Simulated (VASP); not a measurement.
Here is a VASP 6.6.1 calculation.

Contents of INCAR:

```
PREC = Accurate ; ENCUT = 520
EDIFF = 1E-7 ; ISMEAR = 0
SIGMA = 0.02 ; LREAL = F
LASPH = T ; NELM = 150
ALGO = Normal ; ISIF = 2
LWAVE = F ; LCHARG = F
LMAXMIX = 4 ; LDAU = T
LDAUTYPE = 2 ; LDAUL = 2 -1
LDAUU = 4 0 ; LDAUJ = 0 0
LDAUPRINT = 1 ; GGA = PE
NBANDS = 33
```

File KPOINTS:

```
regular mesh
0
Gamma
  6 6 10
```

The input POSCAR:

```
TiO2
1.0
    4.6399446897      0.0000000000      0.0000000000
    0.0000000000      4.6399446897      0.0000000000
    0.0000000000      0.0000000000      3.0067234955
Ti O
2 4
Direct
    0.0000000000      0.0000000000      0.0000000000
    0.5000000000      0.5000000000      0.5000000000
    0.3056748299      0.3056748299      0.0000000000
    0.1943251701      0.8056748299      0.5000000000
    0.6943251701      0.6943251701      0.0000000000
    0.8056748299      0.1943251701      0.5000000000
```

Potentials or basis: VASP PAW PBE potentials, release 64 (Ti_sv, O).

Command:

```console
$ cat potpaw_PBE.64/Ti_sv/POTCAR potpaw_PBE.64/O/POTCAR > POTCAR
$ mpirun -np 1 vasp_std > vasp.out
```

Task: Estimate the pressure.

Result: 4.0 GPa.

Task: Estimate the largest force.

Result: 0.151 eV/Å.

Task: Estimate the band gap on the k mesh.

Result: 2.31 eV.

Stress tensor (GPa, compression positive):
```
3.79 0.00 0.00
0.00 3.79 0.00
0.00 0.00 4.43
```

Caveat: the cell stands under pressure. A k mesh can miss the band edges.
